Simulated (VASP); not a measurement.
# Mg (Fm-3m) in VASP: a series of runs

Mg is run at these levels: PBEsol; tasks: single point, relaxation of cell and atoms.

Program: VASP 6.6.1. These are calculated values, not measurements. Logs are shortened: lines on timing, memory, paths and dates and some standing lists are left out, and cuts for length are marked.

### 1 The cell of the first run

It takes space group Fm-3m (No. 225, cubic). The conventional cell has a = 4.491 Å, b = 4.491 Å, c = 4.491 Å, α = 90.00°, β = 90.00°, γ = 90.00°. Mg (site symmetry m-3m) has 12 Mg at 3.18 Å within 4.2 Å.

### 2 Single point, PBEsol

File INCAR:

```
SYSTEM = Mg
ALGO     = Normal         ! electronic algorithm
EDIFF    = 1E-7           ! SCF threshold, eV
ENCUT    = 520            ! plane-wave cutoff, eV
GGA      = PS             ! functional
ISIF     = 2              ! what is computed and relaxed
ISMEAR   = -1             ! smearing method
LASPH    = .TRUE.         ! aspherical terms in the spheres
LCHARG   = .TRUE.         ! write CHGCAR
LELF     = .TRUE.         ! ELF
LREAL    = .FALSE.        ! projectors in reciprocal space
LVHAR    = .TRUE.       
LWAVE    = .FALSE.        ! write WAVECAR
NBANDS   = 7              ! bands
NELM     = 80             ! most SCF steps
PREC     = Accurate       ! precision mode
SIGMA    = 0.05           ! smearing width, eV
```

File KPOINTS:

```
k-points
0
G
  9 9 9
  0 0 0
```

File POSCAR:

```
Mg
1.0
    0.0000000000      2.2455587202      2.2455587202
    2.2455587202      0.0000000000      2.2455587202
    2.2455587202      2.2455587202      0.0000000000
Mg
1
Direct
    0.0000000000      0.0000000000      0.0000000000
```

Potentials or basis: VASP PAW PBE potentials, release 64 (Mg).

The run is started by

```bash
> cat potpaw_PBE.64/Mg/POTCAR > POTCAR
> mpirun -np 1 vasp_std > vasp.out
```

OUTCAR:

```text
SYSTEM = Mg
   EDIFF = 1E-7
   ENCUT = 520
   GGA = PS
   ISIF = 2
   ISMEAR = -1
   LASPH = .TRUE.
   LREAL = .FALSE.
   NELM = 80
   PREC = Accurate

 ion  position               nearest neighbor table
   1  0.000  0.000  0.000-

  LATTYP: Found a face centered cubic cell.
 ALAT       =     4.4911174404

  Lattice vectors:

 A1 = (   0.0000000000,   2.2455587202,   2.2455587202)
 A2 = (   2.2455587202,   0.0000000000,   2.2455587202)
 A3 = (   2.2455587202,   2.2455587202,   0.0000000000)

Analysis of symmetry for initial positions (statically):
=====================================================================
 Subroutine PRICEL returns:
 Original cell was already a primitive cell.

 Routine SETGRP: Setting up the symmetry group for a
 face centered cubic supercell.

 Subroutine GETGRP returns: Found 48 space group operations
 (whereof 48 operations were pure point group operations)
 out of a pool of 48 trial point group operations.

The static configuration has the point symmetry O_h .

Analysis of symmetry for dynamics (positions and initial velocities):
=====================================================================
 Subroutine PRICEL returns:
 Original cell was already a primitive cell.

 Routine SETGRP: Setting up the symmetry group for a
 face centered cubic supercell.

 Subroutine GETGRP returns: Found 48 space group operations
 (whereof 48 operations were pure point group operations)
 out of a pool of 48 trial point group operations.

The dynamic configuration has the point symmetry O_h .

 Subroutine INISYM returns: Found 48 space group operations
 (whereof 48 operations are pure point group operations),
 and found     1 'primitive' translations

----------------------------------------------------------------------------------------

                                     Primitive cell

  volume of cell :      22.6466

  direct lattice vectors                    reciprocal lattice vectors
     0.000000000  2.245558720  2.245558720    -0.222661735  0.222661735  0.222661735
     2.245558720  0.000000000  2.245558720     0.222661735 -0.222661735  0.222661735
     2.245558720  2.245558720  0.000000000     0.222661735  0.222661735 -0.222661735

  length of vectors
     3.175699597  3.175699597  3.175699597     0.385661437  0.385661437  0.385661437

  position of ions in fractional coordinates (direct lattice)
[... 70 lines left out ...]
   ICHARG =      2    charge: 1-file 2-atom 10-const
   ISPIN  =      1    spin polarized calculation?
   LNONCOLLINEAR =      F non collinear calculations
   LSORBIT =      F    spin-orbit coupling
   LASPH  =      T    aspherical Exc in radial PAW
   ENCUT  =  520.0 eV  38.22 Ry    6.18 a.u.   5.90  5.90  5.90*2*pi/ulx,y,z
   NELM   =     80;   NELMIN=  2; NELMDL= -5     # of ELM steps
   EDIFF  = 0.1E-06   stopping-criterion for ELM
   LREAL  =      F    real-space projection
   EDIFFG = 0.1E-05   stopping-criterion for IOM
   NSW    =      0    number of steps for IOM
   IBRION =     -1    ionic relax: 0-MD 1-quasi-New 2-CG
   NFREE  =      0    steps in history (QN), initial steepest desc. (CG)
   ISIF   =      2    stress and relaxation
   ISYM   =      2    0-nonsym 1-usesym 2-fastsym
   POTIM  = 0.5000    time-step for ionic-motion
   TEBEG  =    0.0;   TEEND  =   0.0 temperature during run
   PSTRESS=    0.0 pullay stress
   NELECT =       2.0000    total number of electrons
   NUPDOWN=      -1.0000    fix difference up-down
   EMIN   =  10.00;   EMAX   =-10.00  energy-range for DOS
   EFERMI =   0.00;   METHOD = LEGACY
   ISMEAR =    -1;   SIGMA  =   0.05  broadening in eV -4-tet -1-fermi 0-gaus
   EFERMI_NEDOS =   21; number of points for ismear=-14 and -15
   IALGO  =     38    algorithm
   IMIX   =      4    mixing-type and parameters
     AMIX     =   0.40;   BMIX     =  1.00
     AMIX_MAG =   1.60;   BMIX_MAG =  1.00
  volume/ion in A,a.u.               =      22.65       152.83
  Fermi-wavevector in a.u.,A,eV,Ry     =   0.729038  1.377683  7.231456  0.531497
  Thomas-Fermi vector in A             =   1.820661
   LORBIT       =      0    0 simple, 1 ext, 2 COOP (PROOUT), +10 PAW based schemes
   GGA     = PS    functional components
   LHFCALC =     F    Hartree Fock is set to
   AEXX    =    0.0000 exact exchange contribution
   IVDW    =     0    specifies the selected vdW correction
   LEPSILON=     F    determine dielectric tensor
   LRPA    =     F    only Hartree local field effects (RPA)
 non-spin polarized calculation
  energy-cutoff  :      520.00
  volume of cell :       22.65
 maximum number of plane-waves:       620
   NGX = 11   NGY = 11   NGZ = 11

 number of electron       2.0000000 magnetization

 Free energy of the ion-electron system (eV)
  ---------------------------------------------------
  ext. energy  EPLUGINS =         0.00000000
  ---------------------------------------------------
  free energy    TOTEN  =        -1.70694905 eV

  energy without entropy =       -1.70309809  energy(sigma->0) =       -1.70502357

 E-fermi :   2.6055     XC(G=0):  -8.5774

 val. band max:        2.5918987741   @ k =  -0.4444   0.4444   0.0000
 cond. band min:       2.7266229448   @ k =  -0.3333   0.4444   0.2222
 fundamental gap:      0.1347241707
 Fermi energy:         2.6054550908

 k-point     1 :       0.0000    0.0000    0.0000
  band No.  band energies     occupation
      1      -4.3262      2.00000
      2      15.0799      0.00000
      3      15.0799      0.00000
      4      15.0799      0.00000
      5      17.0868      0.00000
      6      17.0868      0.00000
      7      17.0868      0.00000
[... 221 lines left out ...]
 k-point    24 :       0.4444    0.4444    0.0000
  band No.  band energies     occupation
      1       1.3744      2.00000
      2       4.6614      0.00000
      3       8.8581      0.00000
      4       9.7367      0.00000
      5       9.7367      0.00000
      6      12.6705      0.00000
      7      25.9006      0.00000

 [... further k-points ...]
[... 5 lines left out ...]
  --------------------------------------------------------------------------------------
  -------------------------------------------------------------------------------------
  Total       -0.0038852     -0.0038852     -0.0038852     -0.0000000     -0.0000000     -0.0000000
  in kB       -0.2748638     -0.2748638     -0.2748638     -0.0000000     -0.0000000     -0.0000000
  external PRESSURE =      -0.2748638 kB  Pullay stress =       0.0000000 kB

 VOLUME and BASIS-vectors are now :
 -----------------------------------------------------------------------------
  energy-cutoff  :      520.00
  volume of cell :       22.65
      direct lattice vectors                 reciprocal lattice vectors
     0.000000000  2.245558720  2.245558720    -0.222661735  0.222661735  0.222661735
     2.245558720  0.000000000  2.245558720     0.222661735 -0.222661735  0.222661735
     2.245558720  2.245558720  0.000000000     0.222661735  0.222661735 -0.222661735

 POSITION                                       TOTAL-FORCE (eV/Angst)
 -----------------------------------------------------------------------------------
      0.00000      0.00000      0.00000        -0.000000     -0.000000      0.000000
 -----------------------------------------------------------------------------------
    total drift:                               -0.000000      0.000000      0.000000

  FREE ENERGIE OF THE ION-ELECTRON SYSTEM (eV)
  ---------------------------------------------------
  free  energy   TOTEN  =        -1.7069490470 eV

  energy  without entropy=       -1.7030980890  energy(sigma->0) =       -1.70502357
```

stdout:

```text
POSCAR found type information on POSCAR Mg
 POSCAR found :  1 types and       1 ions
 scaLAPACK will be used
 -----------------------------------------------------------------------------
|                                                                             |
|                                                                             |
|     You enforced a specific xc type in the INCAR file but a different       |
|     I HOPE YOU KNOW WHAT YOU ARE DOING!                                     |
|                                                                             |
 -----------------------------------------------------------------------------

 LDA part: xc-table for (Slater+PW92), standard interpolation
 POSCAR, INCAR and KPOINTS ok, starting setup
 FFT: planning ... GRIDC
 FFT: planning ... GRID_SOFT
 FFT: planning ... GRID
 WAVECAR not read
 entering main loop
```

It took 4.2 s on 1 thread of Intel Xeon Platinum 8259CL at 2.50GHz (Skylake/Cascade Lake), shared host; peak memory 0.13 GiB.

What came out:

```
Free energy            : -1.7069 eV
Pressure               : 0.0 GPa
Band gap on the k mesh : zero (band 1 reaches 3.25 eV, above the bottom of band 2 at 1.84 eV)
```

Caveat: the PAW data sets were made with another functional, which shifts forces and pressure a little.

### 3 Relaxation of cell and atoms, PBEsol

File INCAR:

```
SYSTEM = Mg
ALGO     = Normal         ! electronic algorithm
EDIFF    = 1E-6           ! SCF threshold, eV
EDIFFG   = -0.02          ! ionic threshold
ENCUT    = 600            ! plane-wave cutoff, eV
GGA      = PS             ! functional
IBRION   = 2              ! ionic algorithm
ISIF     = 3              ! what is computed and relaxed
ISMEAR   = -1             ! smearing method
LASPH    = .True.         ! aspherical terms in the spheres
LCHARG   = .False.        ! write CHGCAR
LREAL    = .False.        ! projectors in reciprocal space
LWAVE    = .False.        ! write WAVECAR
NELM     = 60             ! most SCF steps
NSW      = 60             ! ionic steps
PREC     = Accurate       ! precision mode
SIGMA    = 0.05           ! smearing width, eV
```

File KPOINTS:

```
k-points
0
Gamma
  9 9 9
  0 0 0
```

File POSCAR:

```
Mg
1.0
    0.0000000000      2.2442560000      2.2442560000
    2.2442560000      0.0000000000      2.2442560000
    2.2442560000      2.2442560000      0.0000000000
Mg
1
Direct
    0.0000000000      0.0000000000      0.0000000000
```

Potentials or basis: VASP PAW PBE potentials, release 64 (Mg).

The run is started by

```bash
> cat potpaw_PBE.64/Mg/POTCAR > POTCAR
> mpirun -np 1 vasp_std > vasp.out
```

It took 5.1 s on 1 thread of Intel Xeon Platinum 8259CL at 2.50GHz (Skylake/Cascade Lake), shared host; peak memory 0.15 GiB.

Results (log left out):

* Free energy: -1.7070 eV
* Pressure after relaxing: 0.0 GPa
* Band gap on the k mesh: zero (band 1 reaches 3.26 eV, above the bottom of band 2 at 1.85 eV)

Final structure:
```
CELL_PARAMETERS angstrom
0.00000 2.24426 2.24426
2.24426 0.00000 2.24426
2.24426 2.24426 0.00000
ATOMIC_POSITIONS crystal
Mg 0.00000 0.00000 0.00000
```

Levels at points of the mesh, in eV from the Fermi level:
| k point | band 1 | band 2 | band 3 | band 4 |
| --- | --- | --- | --- | --- |
| (0.00, 0.00, 0.00) | -6.94 | 12.49 | 12.49 | 12.49 |

Caveat: the relaxation stopped at its first step, so nothing moved; the PAW data sets were made with another functional, which shifts forces and pressure a little.
